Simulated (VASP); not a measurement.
Write the native input for VASP 6.6.1 that does the following.

* Task: single point
* Functional: r2SCAN
* Potentials or basis: VASP PAW PBE potentials, release 64 (W_sv, Se)
* Cutoff: 550 eV
* k mesh: 10 × 10 × 10
* Occupations: gaussian, width 0.01 eV
* Spin: no spin polarisation
* Dipole correction: no
* Further INCAR settings: ALGO = Normal; EDIFF = 1e-06; NBANDS = 20

The system is WSe2.

```
W Se
1.0
     1.64051    0.94715    6.57965
    -1.64051    0.94715    6.57965
     0.00000   -1.89429    6.57965
W Se
1 2
Direct
  0.99998 0.99998 0.99998
  0.41801 0.41801 0.41801
  0.24867 0.24867 0.24867
```

This cell differs from its parent crystal: biaxial xy strain -0.6%.

These files were run (other wordings do the same):

POSCAR

```
WSe2
1.0
    1.6405070833      0.9471472062      6.5796479432
   -1.6405070833      0.9471472062      6.5796479432
    0.0000000000     -1.8942944123      6.5796479432
W Se
1 2
Direct
   -0.0000191484     -0.0000191484     -0.0000191484
    0.4180111908      0.4180111908      0.4180111908
    0.2486746243      0.2486746243      0.2486746243
```

INCAR.step1

```
SYSTEM = WSe2
PREC = Accurate ; ENCUT = 550
ISMEAR = 0 ; SIGMA = 0.01
LREAL = .False. ; LASPH = .True.
NELM = 120 ; NBANDS = 20
GGA = PE ; ALGO = Normal
EDIFF = 1E-5 ; LWAVE = .True.
LCHARG = .False. ; GGA_COMPAT = .False.
```

INCAR.step2

```
SYSTEM = WSe2
PREC = Accurate ; ENCUT = 550
EDIFF = 1E-6 ; ISMEAR = 0
SIGMA = 0.01 ; LREAL = .False.
LASPH = .True. ; NELM = 120
ALGO = Normal ; ISIF = 2
LWAVE = .False. ; LCHARG = .False.
METAGGA = R2SCAN ; LMIXTAU = .True.
NBANDS = 20 ; ISTART = 1
GGA_COMPAT = .False.
```

KPOINTS

```
Automatic mesh
0
Gamma
  10 10 10
  0 0 0
```

Potentials or basis: VASP PAW PBE potentials, release 64 (W_sv, Se).

Command:

```sh
$ cat potpaw_PBE.64/W_sv/POTCAR potpaw_PBE.64/Se/POTCAR > POTCAR
$ cp INCAR.step1 INCAR
$ mpirun -np 1 vasp_std > vasp.out
$ cp INCAR.step2 INCAR
$ mpirun -np 1 vasp_std > vasp.out
```

Results of the run:

```
Pressure               : 2.8 GPa
Largest force          : 0.009 eV/Å
Band gap on the k mesh : 1.21 eV (least direct gap 2.04 eV)
```

Caveat: the cell differs from its parent crystal (biaxial xy strain -0.6%); the PAW data sets were made with another functional, which shifts forces and pressure a little; spin-orbit coupling is left out, which moves the levels of the heavy elements.

Run time: 67 min on 1 thread of Intel Xeon 8259CL (shared host), peak memory 0.54 GiB.
